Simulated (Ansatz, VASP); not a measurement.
Two plane-wave programs on HfNb3F

```
CELL_PARAMETERS angstrom
3.46132 0.00000 0.00000
-1.73066 2.99759 0.00000
0.00000 0.00000 9.47687
ATOMIC_POSITIONS crystal
Hf 0.00000 0.00000 0.00000
Nb 0.33333 0.66667 0.76522
Nb 0.33333 0.66667 0.23478
Nb 0.33333 0.66667 0.50000
F 0.00000 0.00000 0.50000
```

Alike in both runs: functional PBE; k mesh 12 × 12 × 4; occupations gaussian, width 0.1 eV; no spin polarisation.

Ansatz relaxed the structure, and its values are those at the end. VASP's run is a single point on that final structure, the one shown.

```csv
,VASP,Ansatz
version,VASP 6.6.1,Ansatz 0.2.0
potentials or method,"VASP PAW PBE potentials, release 64 (Hf_pv, Nb_sv, F), cutoff 600 eV","scalar-relativistic, plane waves, PAW"
valence electrons in the cell,56,72
```

Ansatz gave:

| Property | Result |
| --- | --- |
| gap on the k mesh at the Fermi level (eV) | none |
| pressure (GPa) | 0.0 |
| rms of the force components (eV/Å) | 0.000 |

Estimate VASP's values.

gap on the k mesh at the Fermi level (eV): none; pressure (GPa): -0.3; rms of the force components (eV/Å): 0.010.

A gap of «none» marks a metal or a gap that the smearing closes. The functional is the same, so the differences come from potentials, cutoffs and numerics. VASP's potentials hold 56 valence electrons a cell and Ansatz's 72, so a difference there can come from the potentials and not from the codes.

Spin-orbit coupling is off throughout.
